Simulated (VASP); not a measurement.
# P (Imma) in VASP: settings compared

The runs below take P through relaxation of cell and atoms, single point, with PBE+D3(BJ), r2SCAN.

Everything below comes from runs of VASP 6.6.1. Logs are shortened: lines on timing, memory, paths and dates and some standing lists are left out, and cuts for length are marked.

**1. The cell of the first run**

The structure is orthorhombic, space group Imma (No. 74). Conventional cell: a = 3.406 Å, b = 4.859 Å, c = 3.458 Å, α = 90.00°, β = 90.00°, γ = 90.00°. P (site symmetry mm2) has 6 P at 2.30 to 2.56 Å within 3.0 Å.

**2. Relaxation of cell and atoms, PBE+D3(BJ)**

INCAR

```
SYSTEM = P
PREC = Accurate
ENCUT = 600
EDIFF = 1E-6
ISMEAR = 0
SIGMA = 0.1
LREAL = .FALSE.
LASPH = .TRUE.
NELM = 100
ALGO = Normal
ISIF = 3
LWAVE = .FALSE.
LCHARG = .FALSE.
GGA = PE
IVDW = 12
IBRION = 2
NSW = 100
EDIFFG = -0.005
```

KPOINTS

```
regular mesh
0
G
  18 18 18
  0 0 0
```

POSCAR

```
P
1.0
   -1.7030691521      2.4295863910      1.7290990506
    1.7030691521     -2.4295863910      1.7290990506
    1.7030691521      2.4295863910     -1.7290990506
P
2
Direct
    0.7767807398      0.0267807398      0.7500000000
    0.2232192602      0.9732192602      0.2500000000
```

Potentials or basis: VASP PAW PBE potentials, release 64 (P).

Launch:

```bash
$ cat potpaw_PBE.64/P/POTCAR > POTCAR
$ mpirun -np 1 vasp_std > vasp.out
```

OUTCAR:

```text
SYSTEM = P
   PREC = Accurate
   ENCUT = 600
   EDIFF = 1E-6
   ISMEAR = 0
   LREAL = .FALSE.
   LASPH = .TRUE.
   NELM = 100
   ISIF = 3
   GGA = PE
   IVDW = 12
   IBRION = 2
   NSW = 100
   EDIFFG = -0.005
 IVDW          = 12

 ion  position               nearest neighbor table
   1  0.777  0.027  0.750-   2 2.30   2 2.30   2 2.44   2 2.44   2 2.56   2 2.56
   2  0.223  0.973  0.250-   1 2.30   1 2.30   1 2.44   1 2.44   1 2.56   1 2.56

  LATTYP: Found a body centered orthorhombic cell.
 ALAT       =     3.4061383042
 B/A-ratio  =     1.0152841113
 C/A-ratio  =     1.4265929179

  Lattice vectors:

 A1 = (   1.7030691521,  -2.4295863910,  -1.7290990506)
 A2 = (  -1.7030691521,  -2.4295863910,   1.7290990506)
 A3 = (  -1.7030691521,   2.4295863910,  -1.7290990506)

Analysis of symmetry for initial positions (statically):
=====================================================================
 Subroutine PRICEL returns:
 Original cell was already a primitive cell.

 Routine SETGRP: Setting up the symmetry group for a
 body centered orthorhombic supercell.

 Subroutine GETGRP returns: Found  8 space group operations
 (whereof  4 operations were pure point group operations)
 out of a pool of  8 trial point group operations.

The static configuration has the point symmetry C_2h.
 The point group associated with its full space group is D_2h.

Analysis of symmetry for dynamics (positions and initial velocities):
=====================================================================
 Subroutine PRICEL returns:
 Original cell was already a primitive cell.

 Routine SETGRP: Setting up the symmetry group for a
 body centered orthorhombic supercell.

 Subroutine GETGRP returns: Found  8 space group operations
 (whereof  4 operations were pure point group operations)
 out of a pool of  8 trial point group operations.

The dynamic configuration has the point symmetry C_2h.
 The point group associated with its full space group is D_2h.

 Subroutine INISYM returns: Found  8 space group operations
 (whereof  4 operations are pure point group operations),
 and found     1 'primitive' translations

----------------------------------------------------------------------------------------

                                     Primitive cell

  volume of cell :      28.6183

  direct lattice vectors                    reciprocal lattice vectors
    -1.703069152  2.429586391  1.729099051     0.000000000  0.205796345  0.289167934
     1.703069152 -2.429586391  1.729099051     0.293587609  0.000000000  0.289167934
     1.703069152  2.429586391 -1.729099051     0.293587609  0.205796345  0.000000000

  length of vectors
[... 74 lines left out ...]
   ISTART =      0    job   : 0-new  1-cont  2-samecut
   ICHARG =      2    charge: 1-file 2-atom 10-const
   ISPIN  =      1    spin polarized calculation?
   LNONCOLLINEAR =      F non collinear calculations
   LSORBIT =      F    spin-orbit coupling
   LASPH  =      T    aspherical Exc in radial PAW
   ENCUT  =  600.0 eV  44.10 Ry    6.64 a.u.   6.86  6.86  6.86*2*pi/ulx,y,z
   NELM   =    100;   NELMIN=  2; NELMDL= -5     # of ELM steps
   EDIFF  = 0.1E-05   stopping-criterion for ELM
   LREAL  =      F    real-space projection
   EDIFFG = -.5E-02   stopping-criterion for IOM
   NSW    =    100    number of steps for IOM
   IBRION =      2    ionic relax: 0-MD 1-quasi-New 2-CG
   NFREE  =      1    steps in history (QN), initial steepest desc. (CG)
   ISIF   =      3    stress and relaxation
   ISYM   =      2    0-nonsym 1-usesym 2-fastsym
   POTIM  = 0.5000    time-step for ionic-motion
   TEBEG  =    0.0;   TEEND  =   0.0 temperature during run
   PSTRESS=    0.0 pullay stress
   NELECT =      10.0000    total number of electrons
   NUPDOWN=      -1.0000    fix difference up-down
   EMIN   =  10.00;   EMAX   =-10.00  energy-range for DOS
   EFERMI =   0.00;   METHOD = LEGACY
   ISMEAR =     0;   SIGMA  =   0.10  broadening in eV -4-tet -1-fermi 0-gaus
   EFERMI_NEDOS =   21; number of points for ismear=-14 and -15
   IALGO  =     38    algorithm
   IMIX   =      4    mixing-type and parameters
     AMIX     =   0.40;   BMIX     =  1.00
     AMIX_MAG =   1.60;   BMIX_MAG =  1.00
  volume/ion in A,a.u.               =      14.31        96.56
  Fermi-wavevector in a.u.,A,eV,Ry     =   1.153081  2.179008 18.090264  1.329597
  Thomas-Fermi vector in A             =   2.289728
   LORBIT       =      0    0 simple, 1 ext, 2 COOP (PROOUT), +10 PAW based schemes
   GGA     = PE    functional components
   LHFCALC =     F    Hartree Fock is set to
   AEXX    =    0.0000 exact exchange contribution
   IVDW    =    12    specifies the selected vdW correction
   LEPSILON=     F    determine dielectric tensor
   LRPA    =     F    only Hartree local field effects (RPA)
 conjugate gradient relaxation of ions
 non-spin polarized calculation
 Gauss-broadening in eV      SIGMA  =   0.10
  energy-cutoff  :      600.00
  volume of cell :       28.62
 maximum number of plane-waves:       967
   NGX = 13   NGY = 13   NGZ = 13

--------------------------------------- Ionic step        1  -------------------------------------------

 number of electron      10.0000000 magnetization

 Free energy of the ion-electron system (eV)
  ---------------------------------------------------
  ext. energy  EPLUGINS =         0.00000000
  ---------------------------------------------------
  free energy    TOTEN  =       -10.56634617 eV

  energy without entropy =      -10.56373166  energy(sigma->0) =      -10.56503891

------------------------ aborting loop because EDIFF is reached ----------------------------------------

 Edisp (eV)   -0.98784

 E8    (eV) :    -0.3735
[... 111 lines left out ...]
--------------------------------------- Ionic step        4  -------------------------------------------

 number of electron      10.0000000 magnetization

 Free energy of the ion-electron system (eV)
  ---------------------------------------------------
  ext. energy  EPLUGINS =         0.00000000
  ---------------------------------------------------
  free energy    TOTEN  =       -10.56440248 eV

  energy without entropy =      -10.56181007  energy(sigma->0) =      -10.56310627

 E-fermi :  10.2021     XC(G=0): -11.3496

 val. band max:       10.1997844041   @ k =  -0.1667   0.1667   0.0556
 cond. band min:      10.2041846097   @ k =  -0.3333  -0.1667   0.1111
 fundamental gap:      0.0044002056
 Fermi energy:        10.2021445243

 k-point     1 :       0.0000    0.0000    0.0000
  band No.  band energies     occupation
      1      -6.8235      2.00000
      2       7.5679      2.00000
      3       7.6309      2.00000
      4       7.8272      2.00000
      5       8.5110      2.00000
      6      13.4837      0.00000
      7      13.5837      0.00000
      8      14.6376      0.00000
      9      15.0659      0.00000
[... 265 lines left out ...]
 k-point    24 :      -0.2778    0.0556   -0.0000
  band No.  band energies     occupation
      1      -5.7940      2.00000
      2       2.6639      2.00000
      3       6.7390      2.00000
      4       8.1612      2.00000
      5      10.3698      0.01776
      6      11.2331      0.00000
      7      11.7533      0.00000
      8      13.7900      0.00000
      9      16.0759      0.00000

 [... further k-points ...]

------------------------ aborting loop because EDIFF is reached ----------------------------------------

 Edisp (eV)   -0.98987

 E8    (eV) :    -0.3742
[... 25 lines left out ...]
  FREE ENERGIE OF THE ION-ELECTRON SYSTEM (eV)
  ---------------------------------------------------
  free  energy   TOTEN  =       -11.5542767266 eV

  energy  without entropy=      -11.5516843151  energy(sigma->0) =      -11.55298052

 reached required accuracy - stopping structural energy minimisation
```

OSZICAR:

```text
N       E                     dE             d eps       ncg     rms          rms(c)
DAV:   1     0.216937811887E+02    0.21694E+02   -0.50994E+03 15578   0.109E+03
DAV:   2    -0.966677537284E+01   -0.31361E+02   -0.30349E+02 22638   0.128E+02
DAV:   3    -0.105695023919E+02   -0.90273E+00   -0.88877E+00 20493   0.231E+01
[... 21 lines left out ...]
       N       E                     dE             d eps       ncg     rms          rms(c)
DAV:   1    -0.105644053985E+02   -0.22582E-03   -0.36249E-04 18233   0.124E-01    0.112E-02
DAV:   2    -0.105644035985E+02    0.18001E-05   -0.11256E-05 20066   0.281E-02    0.623E-03
DAV:   3    -0.105644024908E+02    0.11077E-05   -0.31564E-06 17104   0.124E-02    0.120E-03
DAV:   4    -0.105644024773E+02    0.13546E-07   -0.26411E-07  8305   0.433E-03
   4 F= -.11554277E+02 E0= -.11552981E+02  d E =-.814613E-05
```

CONTCAR:

```text
P
   1.00000000000000
    -1.7033366010606086    2.4268920524573101    1.7272245481531583
     1.7033366010606086   -2.4268920524573101    1.7272245481531583
     1.7033366010606086    2.4268920524573101   -1.7272245481531583
  P
     2
Direct
     0.7770552199833711    0.0270552199833712    0.7500000000000000
     0.2229447800166288    0.9729447800166289    0.2500000000000000

  0.00000000E+00  0.00000000E+00  0.00000000E+00
  0.00000000E+00  0.00000000E+00  0.00000000E+00
```

Wall time 12 min (1 thread of Intel Xeon 8259CL, shared host); peak memory 0.36 GiB.

Results:

```yaml
Free_energy: -11.5543 eV
Relaxed_volume: 14.28 Å³/atom
Relaxed_cell: a = 3.431 Å, b = 3.431 Å, c = 3.431 Å, α = 120.48°, β = 89.97°, γ = 119.55°
Space_group_after_relaxing_to_0.1_Å: Imma (No. 74)
Energy_gained_by_relaxing: 0.0 meV/atom
Ionic_steps: 4
Pressure_after_relaxing: 0.0 GPa
Band_gap_on_the_k_mesh: zero (bands 5 and 6 overlap by 1.57 eV)
Dispersion_energy_per_atom: -0.495 eV
```

Final structure:
```
CELL_PARAMETERS angstrom
-1.70334 2.42689 1.72722
1.70334 -2.42689 1.72722
1.70334 2.42689 -1.72722
ATOMIC_POSITIONS crystal
P 0.77706 0.02706 0.75000
P 0.22294 0.97294 0.25000
```

Levels at points of the mesh, in eV from the Fermi level:
```csv
k point,band 2,band 3,band 4,band 5,band 6,band 7,band 8,band 9
"(0.00, 0.00, 0.00)",-2.63,-2.57,-2.37,-1.69,3.28,3.38,4.44,4.86
"(0.50, 0.00, 0.00)",-12.10,-2.62,-1.64,-1.61,-0.57,0.85,1.77,11.14
"(0.00, 0.50, 0.00)",-9.58,-7.30,-5.66,-5.59,0.45,7.89,7.89,9.20
"(0.50, 0.50, 0.00)",-12.73,-2.49,-2.49,-0.78,-0.78,1.13,1.13,11.69
"(0.50, 0.50, 0.50)",-9.10,-7.67,-5.65,-5.57,0.32,7.75,8.21,9.17
```

**3. Single point, PBE+D3(BJ)**

INCAR

```
ALGO = Normal
EDIFF = 1E-7
ENCUT = 520
GGA = PE
ISIF = 2
ISMEAR = 0
IVDW = 12
LASPH = T
LCHARG = T
LELF = T
LREAL = F
LVHAR = T
LWAVE = F
NBANDS = 12
NELM = 80
PREC = Accurate
SIGMA = 0.1
```

KPOINTS

```
k-points
0
Gamma
  16 16 16
```

POSCAR is that of step 2.

Potentials or basis: VASP PAW PBE potentials, release 64 (P).

Launch:

```bash
$ cat potpaw_PBE.64/P/POTCAR > POTCAR
$ mpirun -np 1 vasp_std > vasp.out
```

It took 85 s on 1 thread of Intel Xeon 6975P-C (Granite Rapids), shared host; peak memory 0.28 GiB.

It converged, with:

- Free energy: -11.5528 eV
- Pressure: -0.3 GPa
- Largest force: 0.037 eV/Å
- Band gap on the k mesh: zero (bands 5 and 6 overlap by 1.83 eV)
- Dispersion energy per atom: -0.494 eV

Forces in eV/Å, atoms in the order of the input:
```
P    0.000  0.000  0.037
P    0.000  0.000 -0.037
```

Stress tensor (GPa, compression positive):
```
-0.39  0.00  0.00
 0.00 -0.25  0.00
 0.00  0.00 -0.32
```

Levels at points of the mesh, in eV from the Fermi level:
```
           k point  band 1  band 2  band 3  band 4  band 5  band 6  band 7  band 8  band 9  band 10
(0.00, 0.00, 0.00)  -16.98   -2.60   -2.56   -2.35   -1.70    3.30    3.42    4.48    4.88     5.81
(0.50, 0.00, 0.00)  -13.38  -12.07   -2.57   -1.62   -1.59   -0.55    0.88    1.79   11.13    11.16
(0.00, 0.50, 0.00)  -12.56   -9.54   -7.29   -5.64   -5.56    0.49    7.87    7.90    9.22    10.51
(0.50, 0.50, 0.00)  -12.69  -12.69   -2.46   -2.46   -0.77   -0.77    1.14    1.14   11.69    11.69
(0.50, 0.50, 0.50)  -12.70   -9.06   -7.65   -5.60   -5.55    0.36    7.75    8.21    9.19    10.37
```

**4. Single point, PBE+D3(BJ)**

This run uses another cell than the first one, of 14.23 Å³/atom.

INCAR

```
PREC     = Accurate       # precision mode
ENCUT    = 520            # plane-wave cutoff, eV
EDIFF    = 1E-6           # SCF threshold, eV
ISMEAR   = 0              # smearing method
SIGMA    = 0.1            # smearing width, eV
LREAL    = F              # projectors in reciprocal space
LASPH    = T              # aspherical terms in the spheres
NELM     = 80             # most SCF steps
ALGO     = Normal         # electronic algorithm
ISIF     = 2              # what is computed and relaxed
LWAVE    = F              # write WAVECAR
LCHARG   = T              # write CHGCAR
GGA      = PE             # functional
IVDW     = 12             # dispersion correction
LELF     = T              # ELF
LVHAR    = T            
NBANDS   = 12             # bands
```

KPOINTS

```
regular mesh
0
Gamma
  18 18 18
```

POSCAR

```
P
1.0
   -1.7067091301      2.4241684268      1.7201900328
    1.7067091301     -2.4241684268      1.7201900328
    1.7067091301      2.4241684268     -1.7201900328
P
2
Direct
    0.7744344120      0.0244344120      0.7500000000
    0.2255655880      0.9755655880      0.2500000000
```

Potentials or basis: VASP PAW PBE potentials, release 64 (P).

Launch:

```bash
$ cat potpaw_PBE.64/P/POTCAR > POTCAR
$ mpirun -np 1 vasp_std > vasp.out
```

OUTCAR:

```text
PREC = Accurate
   ENCUT = 520
   EDIFF = 1E-6
   ISMEAR = 0
   LREAL = F
   LASPH = T
   NELM = 80
   ISIF = 2
   GGA = PE
   IVDW = 12
 IVDW          = 12

 ion  position               nearest neighbor table
   1  0.774  0.024  0.750-   2 2.31   2 2.31   2 2.43   2 2.43   2 2.55   2 2.55
   2  0.226  0.976  0.250-   1 2.31   1 2.31   1 2.43   1 2.43   1 2.55   1 2.55

  LATTYP: Found a body centered orthorhombic cell.
 ALAT       =     3.4134182602
 B/A-ratio  =     1.0078987699
 C/A-ratio  =     1.4203758473

  Lattice vectors:

 A1 = (   1.7067091301,  -2.4241684268,  -1.7201900328)
 A2 = (  -1.7067091301,  -2.4241684268,   1.7201900328)
 A3 = (  -1.7067091301,   2.4241684268,  -1.7201900328)

Analysis of symmetry for initial positions (statically):
=====================================================================
 Subroutine PRICEL returns:
 Original cell was already a primitive cell.

 Routine SETGRP: Setting up the symmetry group for a
 body centered orthorhombic supercell.

 Subroutine GETGRP returns: Found  8 space group operations
 (whereof  4 operations were pure point group operations)
 out of a pool of  8 trial point group operations.

The static configuration has the point symmetry C_2h.
 The point group associated with its full space group is D_2h.

Analysis of symmetry for dynamics (positions and initial velocities):
=====================================================================
 Subroutine PRICEL returns:
 Original cell was already a primitive cell.

 Routine SETGRP: Setting up the symmetry group for a
 body centered orthorhombic supercell.

 Subroutine GETGRP returns: Found  8 space group operations
 (whereof  4 operations were pure point group operations)
 out of a pool of  8 trial point group operations.

The dynamic configuration has the point symmetry C_2h.
 The point group associated with its full space group is D_2h.

 Subroutine INISYM returns: Found  8 space group operations
 (whereof  4 operations are pure point group operations),
 and found     1 'primitive' translations

[... 123 lines left out ...]
   LEPSILON=     F    determine dielectric tensor
   LRPA    =     F    only Hartree local field effects (RPA)
 non-spin polarized calculation
 Gauss-broadening in eV      SIGMA  =   0.10
  energy-cutoff  :      520.00
  volume of cell :       28.47
 maximum number of plane-waves:       781
 NGX is ok and might be reduce to    28
   NGX = 13   NGY = 13   NGZ = 13

 number of electron      10.0000000 magnetization

 Free energy of the ion-electron system (eV)
  ---------------------------------------------------
  ext. energy  EPLUGINS =         0.00000000
  ---------------------------------------------------
  free energy    TOTEN  =       -10.56075892 eV

  energy without entropy =      -10.55841908  energy(sigma->0) =      -10.55958900

 E-fermi :  10.2137     XC(G=0): -11.3668

 val. band max:       10.2048821370   @ k =   0.1111  -0.0556   0.0556
 cond. band min:      10.2149829886   @ k =  -0.2222   0.2222   0.0556
 fundamental gap:      0.0101008516
 Fermi energy:        10.2136674345

 k-point     1 :       0.0000    0.0000    0.0000
  band No.  band energies     occupation
      1      -6.8008      2.00000
      2       7.6089      2.00000
      3       7.7192      2.00000
      4       7.8511      2.00000
      5       8.5946      2.00000
      6      13.6808      0.00000
      7      13.7278      0.00000
      8      14.6243      0.00000
      9      15.1393      0.00000
     10      15.9748      0.00000
     11      16.0548      0.00000
     12      16.8397      0.00000
[... 331 lines left out ...]
 k-point    24 :      -0.2778    0.0556    0.0000
  band No.  band energies     occupation
      1      -5.7625      2.00000
      2       2.7224      2.00000
      3       6.7779      2.00000
      4       8.2074      2.00000
      5      10.4526      0.00073
      6      11.2386      0.00000
      7      11.7642      0.00000
      8      13.8840      0.00000
      9      16.1042      0.00000
     10      16.3450      0.00000
     11      17.8327      0.00000
     12      21.3701      0.00000

 [... further k-points ...]

------------------------ aborting loop because EDIFF is reached ----------------------------------------

 Edisp (eV)   -0.99303

 E8    (eV) :    -0.3754

  FORCE on cell =-STRESS in cart. coord.  units (eV):
  Direction    XX          YY          ZZ          XY          YZ          ZX
  --------------------------------------------------------------------------------------
  -------------------------------------------------------------------------------------
  Total      -0.06561    -0.03817    -0.05312     0.00000     0.00000     0.00000
  in kB      -3.69245    -2.14820    -2.98959     0.00000     0.00000     0.00000
  external pressure =       -2.94 kB  Pullay stress =        0.00 kB

 VOLUME and BASIS-vectors are now :
 -----------------------------------------------------------------------------
  energy-cutoff  :      520.00
  volume of cell :       28.47
      direct lattice vectors                 reciprocal lattice vectors
    -1.706709130  2.424168427  1.720190033     0.000000000  0.206256296  0.290665560
     1.706709130 -2.424168427  1.720190033     0.292961461  0.000000000  0.290665560
     1.706709130  2.424168427 -1.720190033     0.292961461  0.206256296  0.000000000

 POSITION                                       TOTAL-FORCE (eV/Angst)
 -----------------------------------------------------------------------------------
      0.00000      3.63625      0.08406        -0.000000     -0.000000      0.030937
      1.70671     -1.21208      1.63613         0.000000      0.000000     -0.030937
 -----------------------------------------------------------------------------------
    total drift:                               -0.000000     -0.000000      0.000000

  FREE ENERGIE OF THE ION-ELECTRON SYSTEM (eV)
  ---------------------------------------------------
  free  energy   TOTEN  =       -11.5537856749 eV

  energy  without entropy=      -11.5514458309  energy(sigma->0) =      -11.55261575
```

Run time: 1.7 min. Hardware: 1 thread of Intel Xeon 6975P-C (Granite Rapids), shared host; peak memory 0.34 GiB.

What came out:

* Free energy: -11.5538 eV
* Pressure: -0.3 GPa
* Largest force: 0.031 eV/Å
* Band gap on the k mesh: zero (bands 5 and 6 overlap by 1.65 eV)
* Dispersion energy per atom: -0.497 eV

Forces on the atoms (eV/Å):
```
P    0.000  0.000  0.031
P    0.000  0.000 -0.031
```

(Part 1 of 2 ends here.)
